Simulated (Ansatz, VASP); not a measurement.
# C in VASP and in Ansatz

```
C
1.0
     2.12732   -1.22828    0.00000
     2.12732    1.22828    0.00000
    -1.37907    0.00000    3.50283
C
2
Cartesian
  3.5455 0.0000 0.0003
  -0.6700 0.0000 3.5025
```

Alike in both runs: task relaxation of cell and atoms; functional LDA; k mesh 21 × 21 × 12; occupations fermi-dirac, width 0.1 eV; no spin polarisation.

|  | VASP | Ansatz |
| --- | --- | --- |
| version | VASP 6.6.1 | Ansatz 0.2.0 |
| potentials or method | VASP PAW LDA potentials, release 64 (C), cutoff 600 eV | plane waves, PAW |
| valence electrons in the cell | 8 | 8 |

VASP gave:

```
relaxed volume (Å³/atom)                                        : 8.51
relaxed length of the cell vector where the two differ most in proportion (Å) : 3.563
```

**Question.** Which values does Ansatz return?

**Answer.** Relaxed volume (Å³/atom): 8.61; relaxed length of the cell vector where the two differ most in proportion (Å): 3.615.

LDA's correlation is that of Perdew and Zunger in VASP and of Perdew and Wang (1992) in Ansatz.
